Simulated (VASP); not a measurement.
## HfC: single point with PBEsol

Crystal: HfC.

```
Hf C
1.0
     2.86796    0.00000    0.00000
     0.00000    2.86796    0.00000
     0.00000    0.00000    2.86796
Hf C
1 1
Direct
  0.00000 0.00000 0.00000
  0.50000 0.50000 0.50000
```

- Program: VASP 6.6.1
- Task: single point
- Functional: PBEsol
- Potentials or basis: VASP PAW PBE potentials, release 64 (Hf_pv, C)
- Cutoff: 520 eV
- k mesh: 6 × 6 × 6
- Occupations: fermi-dirac, width 0.05 eV
- Spin: no spin polarisation
- Dipole correction: no
- Further INCAR settings: ALGO = Normal; EDIFF = 1e-06; NBANDS = 14

* Pressure: -1.2 GPa
* Band gap on the k mesh: zero (band 7 reaches 7.84 eV, above the bottom of band 8 at 5.95 eV)

Levels at points of the mesh, in eV from the Fermi level:
| k point | band 3 | band 4 | band 5 | band 6 | band 7 | band 8 | band 9 | band 10 | band 11 | band 12 |
| --- | --- | --- | --- | --- | --- | --- | --- | --- | --- | --- |
| (0.00, 0.00, 0.00) | -29.75 | -12.97 | -2.03 | -2.03 | 1.10 | 1.10 | 1.10 | 6.37 | 6.37 | 6.37 |
| (0.50, 0.00, 0.00) | -29.63 | -9.47 | -6.93 | -1.13 | -1.13 | -0.79 | 6.97 | 7.10 | 8.66 | 8.66 |
| (0.50, 0.50, 0.00) | -29.53 | -10.24 | -2.66 | -2.66 | -1.21 | 1.97 | 3.19 | 3.19 | 5.03 | 9.18 |
| (0.50, 0.50, 0.50) | -30.54 | -7.25 | -5.74 | -5.74 | -5.74 | 9.09 | 9.09 | 9.09 | 9.48 | 9.86 |

Run time: 13 s on 1 thread of Intel Xeon 8259CL, with other jobs on the host, peak memory 0.14 GiB.

Caveat: the k points lie up to 0.37 Å⁻¹ apart; the PAW data sets were made with another functional, which shifts forces and pressure a little; spin-orbit coupling is left out, which moves the levels of the heavy elements.
